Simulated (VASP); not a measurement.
Wanted: the native input for a VASP 6.6.1 run.

```
Task                   : single point
Functional             : PBE
Potentials or basis    : VASP PAW PBE potentials, release 64 (Mg, Zn, S)
Cutoff                 : 520 eV
k mesh                 : 6 × 6 × 6
Occupations            : gaussian, width 0.1 eV
Spin                   : no spin polarisation
Dipole correction      : no
Further INCAR settings : ALGO = Normal; EDIFF = 1e-07; NBANDS = 31
```

The structure of Mg3ZnS4 lies in POSCAR:

```
Mg3ZnS4
1.0
   -2.6032072000      2.6032072000      5.1927375000
    2.6032072000     -2.6032072000      5.1927375000
    2.6032072000      2.6032072000     -5.1927375000
Mg Zn S
3 1 4
Direct
    0.7500000000      0.2500000000      0.5000000000
    0.2500000000      0.7500000000      0.5000000000
    0.5000000000      0.5000000000      0.0000000000
    0.0000000000      0.0000000000      0.0000000000
    0.5000000000      0.0000000000      0.5000000000
    0.0000000000      0.5000000000      0.5000000000
    0.2456060000      0.2456060000      0.0000000000
    0.7543940000      0.7543940000      0.0000000000
```

The input as run:

INCAR

```
SYSTEM = Mg3ZnS4
PREC = Accurate
ENCUT = 520
EDIFF = 1E-7
ISMEAR = 0
SIGMA = 0.1
LREAL = .FALSE.
LASPH = .TRUE.
NELM = 100
ALGO = Normal
ISIF = 2
LWAVE = .FALSE.
LCHARG = .TRUE.
GGA = PE
LELF = .TRUE.
LVHAR = .TRUE.
NBANDS = 31
```

KPOINTS

```
regular mesh
0
G
  6 6 6
  0 0 0
```

Potentials or basis: VASP PAW PBE potentials, release 64 (Mg, Zn, S).

Command:

```console
$ cat potpaw_PBE.64/Mg/POTCAR potpaw_PBE.64/Zn/POTCAR potpaw_PBE.64/S/POTCAR > POTCAR
$ mpirun -np 1 vasp_std > vasp.out
```

It gave:

* Pressure: -0.2 GPa
* Largest force: 0.016 eV/Å
* Band gap on the k mesh: 0.94 eV, indirect (least direct gap 1.71 eV)

Run time: 2.6 min on 1 thread of Intel(R) Xeon(R) Platinum 8259CL CPU @ 2.50GHz (Skylake/Cascade Lake) (shared host), peak memory 0.39 GiB.
